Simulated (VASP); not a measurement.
Input of a VASP 6.6.1 run:

Contents of INCAR:

```
PREC = Accurate
ENCUT = 600
EDIFF = 1E-7
ISMEAR = -1
SIGMA = 0.1
LREAL = F
LASPH = T
NELM = 100
ALGO = Normal
ISIF = 3
LWAVE = F
LCHARG = F
GGA = CA
IBRION = 2
NSW = 100
EDIFFG = -0.002
```

File KPOINTS:

```
Automatic mesh
0
Gamma
  16 16 8
```

Contents of POSCAR:

```
Mg
1.0
    3.2093000000      0.0000000000      0.0000000000
   -1.6046500000      2.7793353284      0.0000000000
    0.0000000000      0.0000000000      5.2103000000
Mg
2
Direct
    0.3333333333      0.6666666667      0.2500000000
    0.6666666667      0.3333333333      0.7500000000
```

Potentials or basis: VASP PAW LDA potentials, release 64 (Mg).

Run with:

```sh
$ cat potpaw_LDA.64/Mg/POTCAR > POTCAR
$ mpirun -np 1 vasp_std > vasp.out
```

Q: Estimate the space group after relaxing (to 0.1 Å).

A: P6_3/mmc (No. 194).

Q: Estimate the relaxed volume.

A: 21.46 Å³/atom.

Q: Predict the relaxed cell.

A: a = 3.133 Å, b = 3.133 Å, c = 5.050 Å, α = 90.00°, β = 90.00°, γ = 120.00°.

Step by step:
| step | energy change (eV) | largest force (eV/Å) | pressure (GPa) | volume (Å³) |
| --- | --- | --- | --- | --- |
| 1 | 0.0000 | 0.0000 | -2.75 | 46.47 |
| 2 | -0.0303 | 0.0000 | -0.83 | 43.84 |
| 3 | -0.0327 | 0.0000 | -0.04 | 42.96 |
| 4 | -0.0328 | 0.0000 | 0.03 | 42.89 |
| 5 | -0.0328 | 0.0000 | 0.03 | 42.89 |
| 6 | -0.0329 | 0.0000 | 0.03 | 42.89 |
| 7 | -0.0329 | 0.0000 | 0.03 | 42.89 |
| 8 | -0.0329 | 0.0000 | -0.01 | 42.93 |

LDA usually gives volumes a few per cent too small. Zero-point motion and thermal expansion aren't in these numbers.
